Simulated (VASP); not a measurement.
# Si64Ag (a cell with a defect) in VASP: single point with PBEsol

Aim: the single point of Si64Ag (a cell with a defect) with PBEsol.

Everything below comes from runs of VASP 6.6.1. Logs are shortened: lines on timing, memory, paths and dates and some standing lists are left out, and cuts for length are marked.

## (1) The cell of the first run

The cell holds a defect, 65 atoms: a = 10.866 Å, b = 10.866 Å, c = 10.866 Å, α = 90.00°, β = 90.00°, γ = 90.00°.

## (2) Single point, PBEsol

The input, INCAR:

```
SYSTEM = Si64Ag
ALGO = Normal ; EDIFF = 1E-6
ENCUT = 400 ; GGA = PS
GGA_COMPAT = .FALSE. ; ISIF = 2
ISMEAR = -1 ; ISYM = 0
LASPH = .TRUE. ; LCHARG = .TRUE.
LELF = .TRUE. ; LREAL = Auto
LVHAR = .TRUE. ; LWAVE = .FALSE.
NBANDS = 172 ; NELECT = 266.0
NELM = 120 ; PREC = Accurate
SIGMA = 0.05
```

The input, KPOINTS:

```
Automatic mesh
0
Gamma
  1 1 1
  0.25 0.25 0.25
```

The input, POSCAR:

```
Si64Ag
1.0
   10.8655790000      0.0000000000      0.0000000000
    0.0000000000     10.8655790000      0.0000000000
    0.0000000000      0.0000000000     10.8655790000
Si Ag
64 1
Direct
    0.9997860000      0.9993380000      0.9996440000
    0.9990060000      0.9985630000      0.4986440000
    0.9989910000      0.4983920000      0.9988320000
    0.9997810000      0.5006040000      0.5009130000
    0.4988430000      0.9985580000      0.9988150000
    0.5010510000      0.9993460000      0.5008890000
    0.5010410000      0.5006020000      0.9996730000
    0.5096440000      0.5092620000      0.5095310000
    0.1246790000      0.1242390000      0.1244970000
    0.1200720000      0.1195600000      0.6297900000
    0.1200710000      0.6295720000      0.1197660000
    0.1251910000      0.6251810000      0.6254550000
    0.6301470000      0.1194880000      0.1197720000
    0.6256070000      0.1247690000      0.6254530000
    0.6256140000      0.6251620000      0.1250560000
    0.6331160000      0.6325920000      0.6328590000
    0.2487370000      0.2483090000      0.9988950000
    0.2431210000      0.2426790000      0.5060850000
    0.2508230000      0.7507710000      0.9988100000
    0.2493550000      0.7505010000      0.5011520000
    0.7512660000      0.2502910000      0.9987840000
    0.7509610000      0.2488720000      0.5011340000
    0.7503060000      0.7498270000      0.0002260000
    0.7523450000      0.7518430000      0.4992110000
    0.3748380000      0.3743470000      0.1207660000
    0.3761640000      0.3758030000      0.6294290000
    0.3752170000      0.8745980000      0.1252590000
    0.3754550000      0.8751050000      0.6251550000
    0.8749960000      0.3747750000      0.1252360000
    0.8755270000      0.3750040000      0.6251450000
    0.8753830000      0.8748480000      0.1250960000
    0.8759210000      0.8755120000      0.6259590000
    0.2487190000      0.9986610000      0.2486080000
    0.2507360000      0.9985280000      0.7510180000
    0.2430140000      0.5057990000      0.2429270000
    0.2493130000      0.5008870000      0.7508210000
    0.7512070000      0.9984740000      0.2505810000
    0.7502600000      0.9999350000      0.7501530000
    0.7509290000      0.5008610000      0.2492140000
    0.7522460000      0.4988930000      0.7521390000
    0.3748840000      0.1204700000      0.3746370000
    0.3752010000      0.1249440000      0.8748160000
    0.3761500000      0.6291280000      0.3760080000
    0.3754900000      0.6248470000      0.8753810000
    0.8750100000      0.1249310000      0.3749910000
    0.8754030000      0.1247890000      0.8751370000
    0.8755800000      0.6248510000      0.3752720000
    0.8759030000      0.6256470000      0.8757200000
    0.9991080000      0.2483270000      0.2485760000
    0.9990180000      0.2502670000      0.7509410000
    0.9990450000      0.7506780000      0.2505460000
    0.0003830000      0.7498750000      0.7501400000
    0.5063430000      0.2424970000      0.2427630000
    0.5012970000      0.2489300000      0.7507660000
    0.5013110000      0.7505020000      0.2491950000
    0.4994070000      0.7518010000      0.7520720000
    0.1209230000      0.3744180000      0.3747140000
    0.1253440000      0.3747360000      0.8748220000
    0.1253750000      0.8745280000      0.3750300000
    0.1252570000      0.8749010000      0.8752110000
    0.6295900000      0.3756900000      0.3759970000
    0.6252920000      0.3749870000      0.8754350000
    0.6253130000      0.8750820000      0.3753250000
    0.6260840000      0.8754240000      0.8757500000
    0.3782430000      0.3775180000      0.3777010000
```

Potentials or basis: VASP PAW PBE potentials, release 64 (Si, Ag).

On the command line:

```sh
cat potpaw_PBE.64/Si/POTCAR potpaw_PBE.64/Ag/POTCAR > POTCAR
mpirun -np 1 vasp_std > vasp.out
```

OUTCAR:

```text
SYSTEM = Si64Ag
   EDIFF = 1E-6
   ENCUT = 400
   GGA = PS
   ISIF = 2
   ISMEAR = -1
   ISYM = 0
   LASPH = .TRUE.
   LREAL = Auto
   NELECT = 266.0
   NELM = 120
   PREC = Accurate

 ion  position               nearest neighbor table
   1  1.000  0.999  1.000-  46 2.35  60 2.35  31 2.35   9 2.35
   2  0.999  0.999  0.499-  10 2.34  32 2.34  45 2.35  59 2.35
   3  0.999  0.498  0.999-  11 2.34  48 2.34  29 2.35  58 2.35
   4  1.000  0.501  0.501-  57 2.34  30 2.35  47 2.35  12 2.35
   5  0.499  0.999  0.999-  13 2.34  64 2.34  42 2.35  27 2.35
   6  0.501  0.999  0.501-  41 2.34  63 2.35  28 2.35  14 2.35
   7  0.501  0.501  1.000-  25 2.34  44 2.35  62 2.35  15 2.35
   8  0.510  0.509  0.510-  16 2.32  26 2.43  43 2.43  61 2.43  65 2.48
   9  0.125  0.124  0.124-  33 2.34  17 2.34  49 2.34   1 2.35
  10  0.120  0.120  0.630-  18 2.32  50 2.34  34 2.34   2 2.34
  11  0.120  0.630  0.120-  35 2.32  19 2.34  51 2.34   3 2.34
  12  0.125  0.625  0.625-  36 2.34  20 2.34  52 2.35   4 2.35
  13  0.630  0.119  0.120-  53 2.32  37 2.34  21 2.34   5 2.34
  14  0.626  0.125  0.625-  22 2.34  54 2.34  38 2.35   6 2.35
  15  0.626  0.625  0.125-  39 2.34  55 2.34  23 2.35   7 2.35
  16  0.633  0.633  0.633-   8 2.32  40 2.34  24 2.34  56 2.34
  17  0.249  0.248  0.999-   9 2.34  58 2.35  42 2.35  25 2.35
[... 32 lines left out ...]
  50  0.999  0.250  0.751-  10 2.34  46 2.34  30 2.35  58 2.35
  51  0.999  0.751  0.251-  11 2.34  31 2.34  47 2.35  59 2.35
  52  0.000  0.750  0.750-  12 2.35  32 2.35  48 2.35  60 2.35
  53  0.506  0.242  0.243-  13 2.32  25 2.42  41 2.42  61 2.45  65 2.50
  54  0.501  0.249  0.751-  26 2.34  14 2.34  42 2.35  62 2.35
  55  0.501  0.751  0.249-  43 2.34  15 2.34  27 2.35  63 2.35
  56  0.499  0.752  0.752-  16 2.34  64 2.35  28 2.35  44 2.35
  57  0.121  0.374  0.375-   4 2.34  49 2.35  35 2.42  18 2.42  65 2.80
  58  0.125  0.375  0.875-  17 2.35   3 2.35  36 2.35  50 2.35
  59  0.125  0.875  0.375-  33 2.35   2 2.35  20 2.35  51 2.35
  60  0.125  0.875  0.875-  19 2.34  34 2.34   1 2.35  52 2.35
  61  0.630  0.376  0.376-  39 2.34  22 2.34   8 2.43  53 2.45  65 2.73
  62  0.625  0.375  0.875-  21 2.35   7 2.35  40 2.35  54 2.35
  63  0.625  0.875  0.375-  37 2.35   6 2.35  24 2.35  55 2.35
  64  0.626  0.875  0.876-   5 2.34  56 2.35  38 2.35  23 2.35
  65  0.378  0.378  0.378-   8 2.48  53 2.50  35 2.50  18 2.50  61 2.73  43 2.73  26 2.74  25 2.79
                            41 2.79  57 2.80

IMPORTANT INFORMATION: All symmetrisations will be switched off!
NOSYMM: (Re-)initialisation of all symmetry stuff for point group C_1.

----------------------------------------------------------------------------------------

                                     Primitive cell

  volume of cell :    1282.7990
[... 202 lines left out ...]
   POTIM  = 0.5000    time-step for ionic-motion
   TEBEG  =    0.0;   TEEND  =   0.0 temperature during run
   PSTRESS=    0.0 pullay stress
   NELECT =     266.0000    total number of electrons
   NUPDOWN=      -1.0000    fix difference up-down
   EMIN   =  10.00;   EMAX   =-10.00  energy-range for DOS
   EFERMI =   0.00;   METHOD = LEGACY
   ISMEAR =    -1;   SIGMA  =   0.05  broadening in eV -4-tet -1-fermi 0-gaus
   EFERMI_NEDOS =   21; number of points for ismear=-14 and -15
   IALGO  =     38    algorithm
   IMIX   =      4    mixing-type and parameters
     AMIX     =   0.40;   BMIX     =  1.00
     AMIX_MAG =   1.60;   BMIX_MAG =  1.00
  volume/ion in A,a.u.               =      19.74       133.18
  Fermi-wavevector in a.u.,A,eV,Ry     =   0.968982  1.831111 12.774873  0.938927
  Thomas-Fermi vector in A             =   2.098997
   LORBIT       =      0    0 simple, 1 ext, 2 COOP (PROOUT), +10 PAW based schemes
   GGA     = PS    functional components
   LHFCALC =     F    Hartree Fock is set to
   AEXX    =    0.0000 exact exchange contribution
   IVDW    =     0    specifies the selected vdW correction
   LEPSILON=     F    determine dielectric tensor
   LRPA    =     F    only Hartree local field effects (RPA)
 non-spin polarized calculation
  energy-cutoff  :      400.00
  volume of cell :     1282.80
 maximum number of plane-waves:     23294
 NGX is ok and might be reduce to    70
   NGX = 35   NGY = 35   NGZ = 35

 number of electron     265.9999975 magnetization

 Free energy of the ion-electron system (eV)
  ---------------------------------------------------
  ext. energy  EPLUGINS =         0.00000000
  ---------------------------------------------------
  free energy    TOTEN  =      -375.31395414 eV

  energy without entropy =     -375.31361965  energy(sigma->0) =     -375.31378690

 E-fermi :   6.1384     XC(G=0):  -9.6234

 val. band max:        5.6848684171   @ k =  -0.2500  -0.2500   0.2500
 cond. band min:       6.5782693083   @ k =  -0.2500  -0.2500   0.2500
 fundamental gap:      0.8934008912
 Fermi energy:         6.1383728911

 k-point     1 :       0.2500    0.2500    0.2500
  band No.  band energies     occupation
      1      -5.9073      2.00000
      2      -5.4279      2.00000
      3      -5.3217      2.00000
      4      -5.3216      2.00000
      5      -4.8849      2.00000
      6      -4.8128      2.00000
[... 581 lines left out ...]
    144       7.7127      0.00000
    145       7.7976      0.00000
 [bands above 145 left out]

------------------------ aborting loop because EDIFF is reached ----------------------------------------

  FORCE on cell =-STRESS in cart. coord.  units (eV):
  Direction    XX          YY          ZZ          XY          YZ          ZX
  --------------------------------------------------------------------------------------
  -------------------------------------------------------------------------------------
  Total       -1.3100080     -1.3148146     -1.3115300     -0.4914712     -0.4697591     -0.4838466
  in kB       -1.6361605     -1.6421639     -1.6380614     -0.6138327     -0.5867150     -0.6043098
  external PRESSURE =      -1.6387952 kB  Pullay stress =       0.0000000 kB

 VOLUME and BASIS-vectors are now :
 -----------------------------------------------------------------------------
  energy-cutoff  :      400.00
  volume of cell :     1282.80
      direct lattice vectors                 reciprocal lattice vectors
    10.865579000  0.000000000  0.000000000     0.092033752  0.000000000  0.000000000
     0.000000000 10.865579000  0.000000000     0.000000000  0.092033752  0.000000000
     0.000000000  0.000000000 10.865579000     0.000000000  0.000000000  0.092033752

 POSITION                                       TOTAL-FORCE (eV/Angst)
 -----------------------------------------------------------------------------------
     10.86325     10.85839     10.86171         0.028080      0.025811      0.026863
     10.85478     10.84997      5.41806         0.020414      0.020449      0.040604
     10.85462      5.41532     10.85289         0.019958      0.040373      0.019445
     10.86320      5.43935      5.44271         0.017239      0.027389      0.026813
      5.42022     10.84991     10.85270         0.040371      0.019867      0.021183
      5.44421     10.85847      5.44245         0.026832      0.017819      0.028012
[... 57 lines left out ...]
      6.80277      9.51199      9.51553        -0.049564     -0.022535     -0.023181
      4.10983      4.10195      4.10394        -0.038113     -0.034371     -0.032671
 -----------------------------------------------------------------------------------
    total drift:                                0.004663      0.000035     -0.001482

  FREE ENERGIE OF THE ION-ELECTRON SYSTEM (eV)
  ---------------------------------------------------
  free  energy   TOTEN  =      -375.3139541378 eV

  energy  without entropy=     -375.3136196524  energy(sigma->0) =     -375.31378690
```

It took 29 min on 1 thread of Intel Xeon 8259CL, shared host; peak memory 0.93 GiB.

Results:

| Property | Result |
| --- | --- |
| Free energy | -375.3140 eV |
| Largest force | 0.101 eV/Å |

Forces in eV/Å, atoms in the order of the input:
```
Si   0.028  0.026  0.027
Si   0.020  0.020  0.041
Si   0.020  0.040  0.019
Si   0.017  0.027  0.027
Si   0.040  0.020  0.021
Si   0.027  0.018  0.028
Si   0.027  0.025  0.017
Si   0.011  0.007  0.007
Si  -0.024 -0.024 -0.023
Si  -0.023 -0.023  0.017
Si  -0.022  0.016 -0.020
Si  -0.025 -0.023 -0.023
Si   0.016 -0.022 -0.024
Si  -0.023 -0.025 -0.024
Si  -0.023 -0.023 -0.025
Si  -0.060 -0.057 -0.058
Si   0.029  0.027  0.022
Si   0.044  0.043  0.050
Si   0.035  0.016  0.030
Si   0.017  0.018  0.021
Si   0.015  0.037  0.031
Si   0.017  0.019  0.021
Si   0.026  0.027  0.026
Si   0.031  0.031  0.033
Si  -0.023 -0.021 -0.008
Si  -0.040 -0.043 -0.019
Si  -0.025 -0.024 -0.023
Si  -0.021 -0.027 -0.026
Si  -0.023 -0.024 -0.023
Si  -0.025 -0.023 -0.024
Si  -0.029 -0.028 -0.048
Si  -0.023 -0.023 -0.051
Si   0.029  0.020  0.028
Si   0.037  0.031  0.017
Si   0.045  0.052  0.043
Si   0.018  0.020  0.017
Si   0.017  0.030  0.037
Si   0.027  0.028  0.026
Si   0.019  0.021  0.017
Si   0.032  0.033  0.030
Si  -0.023 -0.005 -0.023
Si  -0.025 -0.022 -0.024
Si  -0.040 -0.019 -0.041
Si  -0.022 -0.023 -0.026
Si  -0.024 -0.021 -0.023
Si  -0.030 -0.048 -0.029
Si  -0.025 -0.024 -0.021
Si  -0.023 -0.051 -0.022
Si   0.021  0.028  0.029
Si   0.030  0.037  0.017
Si   0.030  0.016  0.036
Si   0.027  0.026  0.026
Si   0.052  0.044  0.046
Si   0.021  0.019  0.019
Si   0.020  0.018  0.019
Si   0.032  0.030  0.031
Si  -0.006 -0.024 -0.024
Si  -0.022 -0.024 -0.024
Si  -0.022 -0.024 -0.024
Si  -0.048 -0.028 -0.030
Si  -0.021 -0.041 -0.039
Si  -0.025 -0.022 -0.027
Si  -0.024 -0.026 -0.023
Si  -0.050 -0.023 -0.023
Ag  -0.038 -0.034 -0.033
```

Caveat: the cell carries a net charge on a neutralising background, which shifts energy and pressure; the cell is charged against a uniform background, so pressure and absolute levels hang on convention; the PAW data sets were made with another functional, which shifts forces and pressure a little.
